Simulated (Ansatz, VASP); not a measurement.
## Two plane-wave programs on NaCl

The input INCAR:

```
SYSTEM = NaCl
PREC     = Accurate       ! precision mode
ENCUT    = 520            ! plane-wave cutoff, eV
EDIFF    = 1E-7           ! SCF threshold, eV
ISMEAR   = 0              ! smearing method
SIGMA    = 0.05           ! smearing width, eV
LREAL    = .FALSE.        ! projectors in reciprocal space
LASPH    = .TRUE.         ! aspherical terms in the spheres
NELM     = 80             ! most SCF steps
ALGO     = Normal         ! electronic algorithm
ISIF     = 2              ! what is computed and relaxed
LWAVE    = .FALSE.        ! write WAVECAR
LCHARG   = .FALSE.        ! write CHGCAR
GGA      = PS             ! functional
NBANDS   = 14             ! bands
```

File KPOINTS:

```
Automatic mesh
0
G
  8 8 8
  0 0 0
```

The input POSCAR:

```
NaCl
1.0
    0.0000000000      2.7184800000      3.0582900000
    2.7184800000      0.0000000000      3.0582900000
    2.7184800000      2.7184800000      0.0000000000
Na Cl
1 1
Direct
    0.0000000000      0.0000000000      0.0000000000
    0.5000000000      0.5000000000      0.5000000000
```

Input for Ansatz:

```yaml
crystal:
  lattice:
    - [0.0, 2.71848, 3.05829]
    - [2.71848, 0.0, 3.05829]
    - [2.71848, 2.71848, 0.0]
  atoms:
    - { symbol: Na, position: [0.0, 0.0, 0.0] }
    - { symbol: Cl, position: [0.5, 0.5, 0.5] }
basis:
  ecutwfc: 420
kpoints:
  mp_grid: { grid: [8, 8, 8] }
hamiltonian:
  xc: pbesol
scf:
  occupations: { method: gaussian, width: 0.05 }
output:
  forces: true
  stress: true
  eigenvalues: true
  write_density: true
  write_potential: true
  elf: true
  volumetric_format: npy
```

Change from the starting cell: strain -0.040 along x and y, +0.080 along z, atoms carried along.

Alike in both runs: task single point; functional PBEsol; k mesh 8 × 8 × 8; occupations gaussian, width 0.05 eV; no spin polarisation.

|  | VASP | Ansatz |
| --- | --- | --- |
| version | VASP 6.6.1 | Ansatz 0.2.0 |
| potentials or method | VASP PAW PBE potentials, release 64 (Na_pv, Cl), cutoff 520 eV | scalar-relativistic, plane waves, PAW |
| valence electrons in the cell | 14 | 16 |

VASP gave:

* gap on the k mesh at the Fermi level (eV): 4.90
* least direct gap on the mesh (eV): 4.90
* pressure (GPa): 0.1
* traceless stress, the component that is largest in VASP (GPa): -2.50

Task: What did Ansatz give for the same quantities?

Result: gap on the k mesh at the Fermi level (eV): 4.90; least direct gap on the mesh (eV): 4.90; pressure (GPa): 0.1; traceless stress, the component that is largest in VASP (GPa): -2.45.

VASP's potentials were made for PBE, not for PBEsol. The functional is the same, so the differences come from potentials, cutoffs and numerics. VASP's potentials hold 14 valence electrons a cell and Ansatz's 16, so a difference there can come from the potentials and not from the codes.
